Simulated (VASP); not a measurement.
# CuI (F-43m) in VASP: a series of runs

CuI is run at these levels: PBE; tasks: single point.

All numbers are computed with VASP 6.6.1; they aren't measurements. Logs are shortened: lines on timing, memory, paths and dates and some standing lists are left out, and cuts for length are marked.

## 1. The cell of the first run

Symmetry: F-43m, No. 216, cubic system. Conventional cell: a = 6.019 Å, b = 6.019 Å, c = 6.019 Å, α = 90.00°, β = 90.00°, γ = 90.00°. Within 3.4 Å of Cu (site symmetry -43m) lie 4 I at 2.61 Å. Within 3.4 Å of I (site symmetry -43m) lie 4 Cu at 2.61 Å.

## 2. Single point, PBE (volume changed by -3%)

INCAR

```
SYSTEM = CuI
PREC = Accurate
ENCUT = 520
EDIFF = 1E-6
ISMEAR = 0
SIGMA = 0.01
LREAL = .FALSE.
LASPH = .TRUE.
NELM = 80
ALGO = Normal
ISIF = 2
LWAVE = .FALSE.
LCHARG = .FALSE.
GGA = PE
NBANDS = 16
```

KPOINTS

```
Automatic mesh
0
G
  6 6 6
  0 0 0
```

POSCAR

```
CuI
1.0
    0.0000000000      3.0097398993      3.0097398993
    3.0097398993      0.0000000000      3.0097398993
    3.0097398993      3.0097398993      0.0000000000
Cu I
1 1
Direct
    0.0000000000      0.0000000000      0.0000000000
    0.2500000000      0.2500000000      0.2500000000
```

Potentials or basis: VASP PAW PBE potentials, release 64 (Cu, I).

The run is started by

```
> cat potpaw_PBE.64/Cu/POTCAR potpaw_PBE.64/I/POTCAR > POTCAR
> mpirun -np 1 vasp_std > vasp.out
```

OUTCAR:

```text
SYSTEM = CuI
   PREC = Accurate
   ENCUT = 520
   EDIFF = 1E-6
   ISMEAR = 0
   LREAL = .FALSE.
   LASPH = .TRUE.
   NELM = 80
   ISIF = 2
   GGA = PE

 ion  position               nearest neighbor table
   1  0.000  0.000  0.000-   2 2.61   2 2.61   2 2.61   2 2.61
   2  0.250  0.250  0.250-   1 2.61   1 2.61   1 2.61   1 2.61

  LATTYP: Found a face centered cubic cell.
 ALAT       =     6.0194797986

  Lattice vectors:

 A1 = (   0.0000000000,   3.0097398993,   3.0097398993)
 A2 = (   3.0097398993,   0.0000000000,   3.0097398993)
 A3 = (   3.0097398993,   3.0097398993,   0.0000000000)

Analysis of symmetry for initial positions (statically):
=====================================================================
 Subroutine PRICEL returns:
 Original cell was already a primitive cell.

 Routine SETGRP: Setting up the symmetry group for a
 face centered cubic supercell.

 Subroutine GETGRP returns: Found 24 space group operations
 (whereof 24 operations were pure point group operations)
 out of a pool of 48 trial point group operations.

The static configuration has the point symmetry T_d .

Analysis of symmetry for dynamics (positions and initial velocities):
=====================================================================
 Subroutine PRICEL returns:
 Original cell was already a primitive cell.

 Routine SETGRP: Setting up the symmetry group for a
 face centered cubic supercell.

 Subroutine GETGRP returns: Found 24 space group operations
 (whereof 24 operations were pure point group operations)
 out of a pool of 48 trial point group operations.

The dynamic configuration has the point symmetry T_d .

 Subroutine INISYM returns: Found 24 space group operations
 (whereof 24 operations are pure point group operations),
 and found     1 'primitive' translations

----------------------------------------------------------------------------------------

                                     Primitive cell

  volume of cell :      54.5277

  direct lattice vectors                    reciprocal lattice vectors
     0.000000000  3.009739899  3.009739899    -0.166127312  0.166127312  0.166127312
     3.009739899  0.000000000  3.009739899     0.166127312 -0.166127312  0.166127312
     3.009739899  3.009739899  0.000000000     0.166127312  0.166127312 -0.166127312

  length of vectors
     4.256414985  4.256414985  4.256414985     0.287740945  0.287740945  0.287740945

  position of ions in fractional coordinates (direct lattice)
     0.000000000  0.000000000  0.000000000
     0.250000000  0.250000000  0.250000000

  ion indices of the primitive-cell ions
   primitive index   ion index
                 1           1
                 2           2

----------------------------------------------------------------------------------------

 KPOINTS: Automatic mesh

Automatic generation of k-mesh.
 Grid dimensions read from file:
 generate k-points for:    6    6    6

 Generating k-lattice:

  Cartesian coordinates                     Fractional coordinates (reciprocal lattice)
    -0.027687885  0.027687885  0.027687885     0.166666667  0.000000000  0.000000000
     0.027687885 -0.027687885  0.027687885     0.000000000  0.166666667  0.000000000
     0.027687885  0.027687885 -0.027687885     0.000000000  0.000000000  0.166666667

  Length of vectors
     0.047956824  0.047956824  0.047956824

  Shift w.r.t. Gamma in fractional coordinates (k-lattice)
     0.000000000  0.000000000  0.000000000

 Subroutine IBZKPT returns following result:
 ===========================================

 Found     16 irreducible k-points:

 Following reciprocal coordinates:
            Coordinates               Weight
  0.000000  0.000000  0.000000      1.000000
  0.166667  0.000000  0.000000      8.000000
  0.333333  0.000000  0.000000      8.000000
  0.500000  0.000000  0.000000      4.000000
  0.166667  0.166667  0.000000      6.000000
  0.333333  0.166667  0.000000     24.000000
[... 8 lines left out ...]
 -0.333333  0.333333  0.166667     24.000000
 -0.333333  0.500000  0.166667     12.000000
   k-points           NKPTS =     16   k-points in BZ     NKDIM =     16   number of bands    NBANDS=     16
   number of dos      NEDOS =    301   number of ions     NIONS =      2
   total plane-waves  NPLWV =  32768
   dimension x,y,z NGX =    32 NGY =   32 NGZ =   32
   dimension x,y,z NGXF=    64 NGYF=   64 NGZF=   64
   ions per type =               1   1
   NGX,Y,Z   is equivalent  to a cutoff of  12.50, 12.50, 12.50 a.u.
   NGXF,Y,Z  is equivalent  to a cutoff of  25.00, 25.00, 25.00 a.u.
 SYSTEM =  CuI
   PREC   = accura    normal or accurate (medium, high low for compatibility)
   ISTART =      0    job   : 0-new  1-cont  2-samecut
   ICHARG =      2    charge: 1-file 2-atom 10-const
   ISPIN  =      1    spin polarized calculation?
   LNONCOLLINEAR =      F non collinear calculations
   LSORBIT =      F    spin-orbit coupling
   LASPH  =      T    aspherical Exc in radial PAW
   ENCUT  =  520.0 eV  38.22 Ry    6.18 a.u.   7.91  7.91  7.91*2*pi/ulx,y,z
   NELM   =     80;   NELMIN=  2; NELMDL= -5     # of ELM steps
   EDIFF  = 0.1E-05   stopping-criterion for ELM
   LREAL  =      F    real-space projection
   EDIFFG = 0.1E-04   stopping-criterion for IOM
   NSW    =      0    number of steps for IOM
   IBRION =     -1    ionic relax: 0-MD 1-quasi-New 2-CG
   NFREE  =      0    steps in history (QN), initial steepest desc. (CG)
   ISIF   =      2    stress and relaxation
   ISYM   =      2    0-nonsym 1-usesym 2-fastsym
   POTIM  = 0.5000    time-step for ionic-motion
   TEBEG  =    0.0;   TEEND  =   0.0 temperature during run
   PSTRESS=    0.0 pullay stress
   NELECT =      18.0000    total number of electrons
   NUPDOWN=      -1.0000    fix difference up-down
   EMIN   =  10.00;   EMAX   =-10.00  energy-range for DOS
   EFERMI =   0.00;   METHOD = LEGACY
   ISMEAR =     0;   SIGMA  =   0.01  broadening in eV -4-tet -1-fermi 0-gaus
   EFERMI_NEDOS =   21; number of points for ismear=-14 and -15
   IALGO  =     38    algorithm
   IMIX   =      4    mixing-type and parameters
     AMIX     =   0.40;   BMIX     =  1.00
     AMIX_MAG =   1.60;   BMIX_MAG =  1.00
  volume/ion in A,a.u.               =      27.26       183.99
  Fermi-wavevector in a.u.,A,eV,Ry     =   1.131427  2.138088 17.417199  1.280128
  Thomas-Fermi vector in A             =   2.268126
   LORBIT       =      0    0 simple, 1 ext, 2 COOP (PROOUT), +10 PAW based schemes
   GGA     = PE    functional components
   LHFCALC =     F    Hartree Fock is set to
   AEXX    =    0.0000 exact exchange contribution
   IVDW    =     0    specifies the selected vdW correction
   LEPSILON=     F    determine dielectric tensor
   LRPA    =     F    only Hartree local field effects (RPA)
 non-spin polarized calculation
 Gauss-broadening in eV      SIGMA  =   0.01
  energy-cutoff  :      520.00
  volume of cell :       54.53
 maximum number of plane-waves:      1484
   NGX = 15   NGY = 15   NGZ = 15

 number of electron      18.0000016 magnetization

 Free energy of the ion-electron system (eV)
  ---------------------------------------------------
  ext. energy  EPLUGINS =         0.00000000
  ---------------------------------------------------
  free energy    TOTEN  =        -5.55340526 eV

  energy without entropy =       -5.55340526  energy(sigma->0) =       -5.55340526

 E-fermi :   4.7154     XC(G=0):  -9.0368

 val. band max:        4.6676846324   @ k =   0.0000   0.0000   0.0000
 cond. band min:       5.8687454376   @ k =   0.0000   0.0000   0.0000
 fundamental gap:      1.2010608051
 Fermi energy:         4.7154353248

 k-point     1 :       0.0000    0.0000    0.0000
  band No.  band energies     occupation
      1      -9.4569      2.00000
      2       0.9307      2.00000
      3       0.9307      2.00000
      4       0.9307      2.00000
      5       2.7264      2.00000
      6       2.7264      2.00000
[... 8 lines left out ...]
     15      14.2833      0.00000
     16      14.2833      0.00000

 k-point     2 :       0.1667    0.0000    0.0000
  band No.  band energies     occupation
      1      -9.3252      2.00000
      2       0.4249      2.00000
      3       0.9415      2.00000
      4       0.9415      2.00000
      5       2.7171      2.00000
      6       2.7171      2.00000
[... 8 lines left out ...]
     15      13.4226      0.00000
     16      13.8338      0.00000

 k-point     3 :       0.3333    0.0000    0.0000
  band No.  band energies     occupation
      1      -9.0350      2.00000
      2      -0.5657      2.00000
      3       0.9557      2.00000
      4       0.9557      2.00000
      5       2.7281      2.00000
      6       2.7281      2.00000
[... 8 lines left out ...]
     15      13.9184      0.00000
     16      13.9184      0.00000

 k-point     4 :       0.5000    0.0000    0.0000
  band No.  band energies     occupation
      1      -8.8732      2.00000
      2      -1.0474      2.00000
      3       0.9586      2.00000
      4       0.9586      2.00000
      5       2.7552      2.00000
      6       2.7552      2.00000
[... 8 lines left out ...]
     15      15.5998      0.00000
     16      15.5998      0.00000
[... 172 lines left out ...]
 k-point    14 :       0.5000    0.3333    0.1667
  band No.  band energies     occupation
      1      -8.8344      2.00000
      2      -0.5829      2.00000
      3       0.4463      2.00000
      4       0.8928      2.00000
      5       2.6625      2.00000
      6       2.7441      2.00000
[... 8 lines left out ...]
     15      15.6938      0.00000
     16      16.8014      0.00000

 k-point    15 :      -0.3333    0.3333    0.1667
  band No.  band energies     occupation
      1      -8.7236      2.00000
      2      -0.6345      2.00000
      3       0.1436      2.00000
      4       0.8535      2.00000
      5       2.6307      2.00000
      6       2.7276      2.00000
[... 8 lines left out ...]
     15      15.8755      0.00000
     16      16.5359      0.00000

 k-point    16 :      -0.3333    0.5000    0.1667
  band No.  band energies     occupation
      1      -8.6717      2.00000
      2      -0.7347      2.00000
      3       0.2890      2.00000
      4       0.7621      2.00000
      5       2.6789      2.00000
      6       2.6797      2.00000
[... 8 lines left out ...]
     15      16.2702      0.00000
     16      16.8091      0.00000

------------------------ aborting loop because EDIFF is reached ----------------------------------------

  FORCE on cell =-STRESS in cart. coord.  units (eV):
  Direction    XX          YY          ZZ          XY          YZ          ZX
  --------------------------------------------------------------------------------------
  -------------------------------------------------------------------------------------
  Total        0.4277215      0.4277215      0.4277215      0.0000000     -0.0000000      0.0000000
  in kB       12.5676693     12.5676693     12.5676693      0.0000000     -0.0000000      0.0000000
  external PRESSURE =      12.5676693 kB  Pullay stress =       0.0000000 kB

 VOLUME and BASIS-vectors are now :
 -----------------------------------------------------------------------------
  energy-cutoff  :      520.00
  volume of cell :       54.53
      direct lattice vectors                 reciprocal lattice vectors
     0.000000000  3.009739899  3.009739899    -0.166127312  0.166127312  0.166127312
     3.009739899  0.000000000  3.009739899     0.166127312 -0.166127312  0.166127312
     3.009739899  3.009739899  0.000000000     0.166127312  0.166127312 -0.166127312

 POSITION                                       TOTAL-FORCE (eV/Angst)
 -----------------------------------------------------------------------------------
      0.00000      0.00000      0.00000         0.000000      0.000000      0.000000
      1.50487      1.50487      1.50487        -0.000000     -0.000000     -0.000000
 -----------------------------------------------------------------------------------
    total drift:                               -0.000001     -0.000001     -0.000001

  FREE ENERGIE OF THE ION-ELECTRON SYSTEM (eV)
  ---------------------------------------------------
  free  energy   TOTEN  =        -5.5534052648 eV

  energy  without entropy=       -5.5534052648  energy(sigma->0) =       -5.55340526
```

Wall time 22 s (1 thread of AMD EPYC 7R13 (Zen 3), shared host); peak memory 0.15 GiB.

Results:

| Quantity | Value |
| --- | --- |
| Free energy | -5.5534 eV |
| Pressure | 1.3 GPa |
| Band gap on the k mesh | 1.20 eV, direct |

Caveat: spin-orbit coupling is left out, which moves the levels of the heavy elements.

## 3. Single point, PBE (volume changed by +3%)

Edit INCAR of step 2 so:

```diff
@@ -8,3 +8,3 @@
 LASPH = .TRUE.
-NELM = 80
+NELM = 60
 ALGO = Normal
```

KPOINTS

```
regular mesh
0
G
  6 6 6
  0 0 0
```

POSCAR

```
CuI
1.0
    0.0000000000      3.0705591116      3.0705591116
    3.0705591116      0.0000000000      3.0705591116
    3.0705591116      3.0705591116      0.0000000000
Cu I
1 1
Direct
    0.0000000000      0.0000000000      0.0000000000
    0.2500000000      0.2500000000      0.2500000000
```

Potentials or basis: VASP PAW PBE potentials, release 64 (Cu, I).

The run is started by

```
> cat potpaw_PBE.64/Cu/POTCAR potpaw_PBE.64/I/POTCAR > POTCAR
> mpirun -np 1 vasp_std > vasp.out
```

OUTCAR:

```text
SYSTEM = CuI
   PREC = Accurate
   ENCUT = 520
   EDIFF = 1E-6
   ISMEAR = 0
   LREAL = .FALSE.
   LASPH = .TRUE.
   NELM = 60
   ISIF = 2
   GGA = PE

 ion  position               nearest neighbor table
   1  0.000  0.000  0.000-   2 2.66   2 2.66   2 2.66   2 2.66
   2  0.250  0.250  0.250-   1 2.66   1 2.66   1 2.66   1 2.66

  LATTYP: Found a face centered cubic cell.
 ALAT       =     6.1411182232

  Lattice vectors:

 A1 = (   0.0000000000,   3.0705591116,   3.0705591116)
[... 478 lines left out ...]

------------------------ aborting loop because EDIFF is reached ----------------------------------------

  FORCE on cell =-STRESS in cart. coord.  units (eV):
  Direction    XX          YY          ZZ          XY          YZ          ZX
  --------------------------------------------------------------------------------------
  -------------------------------------------------------------------------------------
  Total       -0.2612262     -0.2612262     -0.2612262      0.0000000      0.0000000      0.0000000
  in kB       -7.2284448     -7.2284448     -7.2284448      0.0000000      0.0000000      0.0000000
  external PRESSURE =      -7.2284448 kB  Pullay stress =       0.0000000 kB

 VOLUME and BASIS-vectors are now :
 -----------------------------------------------------------------------------
  energy-cutoff  :      520.00
  volume of cell :       57.90
      direct lattice vectors                 reciprocal lattice vectors
     0.000000000  3.070559112  3.070559112    -0.162836794  0.162836794  0.162836794
     3.070559112  0.000000000  3.070559112     0.162836794 -0.162836794  0.162836794
     3.070559112  3.070559112  0.000000000     0.162836794  0.162836794 -0.162836794

 POSITION                                       TOTAL-FORCE (eV/Angst)
 -----------------------------------------------------------------------------------
      0.00000      0.00000      0.00000        -0.000000      0.000000      0.000000
      1.53528      1.53528      1.53528         0.000000     -0.000000     -0.000000
 -----------------------------------------------------------------------------------
    total drift:                               -0.000001     -0.000001     -0.000001

  FREE ENERGIE OF THE ION-ELECTRON SYSTEM (eV)
  ---------------------------------------------------
  free  energy   TOTEN  =        -5.5550597954 eV

  energy  without entropy=       -5.5550597954  energy(sigma->0) =       -5.55505980
```

Wall time 20 s (1 thread of AMD EPYC 7R13 (Zen 3), shared host); peak memory 0.15 GiB.

Results:

```
Free energy            : -5.5551 eV
Pressure               : -0.7 GPa
Band gap on the k mesh : 1.05 eV, direct
```

Levels at points of the mesh, in eV from the valence-band top:
```csv
k point,band 6,band 7,band 8,band 9,band 10,band 11,band 12,band 13
"(0.00, 0.00, 0.00)",-1.70,0.00,0.00,0.00,1.05,4.91,4.91,4.91
"(0.50, 0.00, 0.00)",-1.67,-1.63,-0.65,-0.65,2.13,5.43,5.43,7.32
"(0.50, 0.50, 0.00)",-1.65,-1.62,-1.37,-1.37,2.79,2.92,8.93,9.56
```

Caveat: spin-orbit coupling is left out, which moves the levels of the heavy elements.

## 4. Single point, PBE (volume changed by +6%)

Edit INCAR of step 3 so:

```diff
@@ -8,3 +8,3 @@
 LASPH = .TRUE.
-NELM = 60
+NELM = 80
 ALGO = Normal
```

KPOINTS

```
Automatic mesh
0
G
  6 6 6
  0 0 0
```

POSCAR

```
CuI
1.0
    0.0000000000      3.1000855298      3.1000855298
    3.1000855298      0.0000000000      3.1000855298
    3.1000855298      3.1000855298      0.0000000000
Cu I
1 1
Direct
    0.0000000000      0.0000000000      0.0000000000
    0.2500000000      0.2500000000      0.2500000000
```

The run is started by

```
> cat potpaw_PBE.64/Cu/POTCAR potpaw_PBE.64/I/POTCAR > POTCAR
> mpirun -np 1 vasp_std > vasp.out
```

Run time: 23 s. Hardware: 1 thread of AMD EPYC 7R13 (Zen 3), shared host; peak memory 0.17 GiB.

The run converged. Its results:

```
Free energy            : -5.5394 eV
Pressure               : -1.7 GPa
Band gap on the k mesh : 0.98 eV, direct
```

Levels at points of the mesh, in eV from the valence-band top:
```
           k point  band 6  band 7  band 8  band 9  band 10  band 11  band 12  band 13
(0.00, 0.00, 0.00)   -1.59    0.00    0.00    0.00     0.98     4.94     4.94     4.94
(0.50, 0.00, 0.00)   -1.57   -1.53   -0.61   -0.61     2.10     5.45     5.45     7.25
(0.50, 0.50, 0.00)   -1.55   -1.52   -1.28   -1.28     2.85     2.92     8.75     9.42
```

Caveat: spin-orbit coupling is left out, which moves the levels of the heavy elements.

## 5. The runs side by side

```csv
cell,gap on the mesh (eV),pressure (GPa)
"a = 4.256 Å, angles 60.0°, 2 atoms",1.20,1.3
"a = 4.342 Å, angles 60.0°, 2 atoms",1.05,-0.7
"a = 4.384 Å, angles 60.0°, 2 atoms",0.98,-1.7
```

Alike in all rows: task single point; level PBE; potentials or basis VASP PAW PBE potentials, release 64 (Cu, I); no spin polarisation; k mesh 6 × 6 × 6; cutoff (eV) 520; smearing gaussian 0.01 eV.

Caveats: spin-orbit coupling is left out, which moves the levels of the heavy elements.

Absolute energies hang on the potentials; compare differences alone.
